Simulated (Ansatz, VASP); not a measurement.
**C: VASP beside Ansatz**

```xyz
2
Lattice="-0.1883 1.6944 1.6944 1.6944 -0.1883 1.6944 1.6944 1.6944 -0.1883" Properties=species:S:1:pos:R:3 pbc="T T T"
C     1.6003    1.6003    1.6003
C     2.4004    2.4004    2.4004
```

Alike in both runs: task single point; functional r2SCAN; k mesh 12 × 12 × 12; occupations gaussian, width 0.05 eV; no spin polarisation.

|  | VASP | Ansatz |
| --- | --- | --- |
| version | VASP 6.6.1 | Ansatz 0.2.0 |
| potentials or method | VASP PAW PBE potentials, release 64 (C), cutoff 520 eV | scalar-relativistic, plane waves, PAW |
| valence electrons in the cell | 8 | 8 |

```tsv
	VASP	Ansatz	Ansatz less VASP
gap on the k mesh at the Fermi level (eV)	2.69	2.71	+0.026
least direct gap on the mesh (eV)	3.95	3.99	+0.044
pressure (GPa)	15.5	14.4	-1.17
traceless stress, the component that is largest in VASP (GPa)	70.02	69.60	-0.420
rms of the force components (eV/Å)	1.294	1.256	-0.0384
```

VASP's potentials were made for PBE, not for r2SCAN. Atom by atom the forces differ by 0.038 eV/Å (rms over components).
